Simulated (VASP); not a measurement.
Here is a VASP 6.6.1 calculation.

The input INCAR:

```
PREC = Accurate
ENCUT = 600
EDIFF = 1E-6
ISMEAR = 0
SIGMA = 0.025
LREAL = False
LASPH = True
NELM = 200
ALGO = Normal
ISIF = 2
LWAVE = False
LCHARG = False
MAGMOM = 0 0 0 0 0 0
LORBIT = 11
LSORBIT = True
GGA_COMPAT = False
LORBMOM = True
LMAXMIX = 4
GGA = LIBXC
LIBXC1 = GGA_X_RPBE
LIBXC2 = GGA_C_LYP
NBANDS = 26
```

File KPOINTS:

```
regular mesh
0
Gamma
  8 8 8
```

POSCAR

```
HfC
1.0
    0.0000000000      2.3705998121      2.3705998121
    2.3705998121      0.0000000000      2.3705998121
    2.3705998121      2.3705998121      0.0000000000
Hf C
1 1
Direct
    0.5000000000      0.5000000000      0.5000000000
    0.0000000000      0.0000000000      0.0000000000
```

Potentials or basis: VASP PAW PBE potentials, release 64 (Hf_pv, C).

The run is started by

```bash
$ cat potpaw_PBE.64/Hf_pv/POTCAR potpaw_PBE.64/C/POTCAR > POTCAR
$ mpirun -np 1 vasp_ncl > vasp.out
```

Estimate the pressure.

-2.6 GPa.

Predict the net moment.

0.00 μB per cell.

Moments on the atoms (μB; x, y, z):
```
Hf  0.00 0.00 0.00
C   0.00 0.00 0.00
```

Caveat: the PAW data sets were made with another functional, which shifts forces and pressure a little.
